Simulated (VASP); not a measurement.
SiO2:

```
CELL_PARAMETERS angstrom
4.98200 0.00000 0.00000
0.00000 4.98200 0.00000
0.00000 0.00000 6.96300
ATOMIC_POSITIONS crystal
Si 0.79897 0.20103 0.75000
Si 0.70103 0.70103 0.50000
Si 0.20103 0.79897 0.25000
Si 0.29897 0.29897 0.00000
O 0.10347 0.23989 0.82187
O 0.26011 0.60347 0.07187
O 0.89653 0.76011 0.32187
O 0.73989 0.39653 0.57187
O 0.60347 0.26011 0.92813
O 0.76011 0.89653 0.67813
O 0.39653 0.73989 0.42813
O 0.23989 0.10347 0.17813
```

| Item | Value |
| --- | --- |
| Program | VASP 6.6.1 |
| Task | relaxation of cell and atoms |
| Functional | PBEsol |
| Potentials or basis | VASP PAW PBE potentials, release 64 (Si, O) |
| Cutoff | 600 eV |
| k mesh | 6 × 6 × 4 |
| Occupations | fermi-dirac, width 0.05 eV |
| Spin | no spin polarisation |

At the start: pressure 4.3 GPa; volume 14.40 Å³/atom.

**Question.** Where does the relaxation end?

**Answer.** Over 10 steps the energy falls by 4.9 meV/atom and the volume is 14.74 Å³/atom (+2.3 %); space group P4_12_12 (No. 92, to 0.1 Å) before and after.

The path:
```tsv
step	energy change (eV)	largest force (eV/Å)	pressure (GPa)	volume (Å³)
1	0.0000	0.3185	4.28	172.82
2	0.0794	0.6073	-5.49	182.63
3	-0.0573	0.1328	0.17	176.57
4	-0.0573	0.1275	0.24	176.50
5	-0.0496	0.3474	-0.48	177.25
6	-0.0588	0.0160	0.02	176.71
7	-0.0589	0.0113	-0.03	176.77
8	-0.0590	0.0147	-0.15	176.92
9	-0.0591	0.0103	-0.11	176.88
10	-0.0591	0.0092	-0.05	176.83
```

Final structure:
```xyz
12
Lattice="5.0255 0.0000 0.0000 0.0000 5.0255 0.0000 0.0000 0.0000 7.0016" Properties=species:S:1:pos:R:3 pbc="T T T"
Si    4.0169    1.0086    5.2512
Si    3.5214    3.5214    3.5008
Si    1.0086    4.0169    1.7504
Si    1.5041    1.5041    7.0016
O     0.5209    1.2020    5.7492
O     1.3107    3.0337    0.4981
O     4.5046    3.8235    2.2485
O     3.7148    1.9918    3.9989
O     3.0337    1.3107    6.5035
O     3.8235    4.5046    4.7531
O     1.9918    3.7148    3.0027
O     1.2020    0.5209    1.2523
```

Caveat: the PAW data sets were made with another functional, which shifts forces and pressure a little.
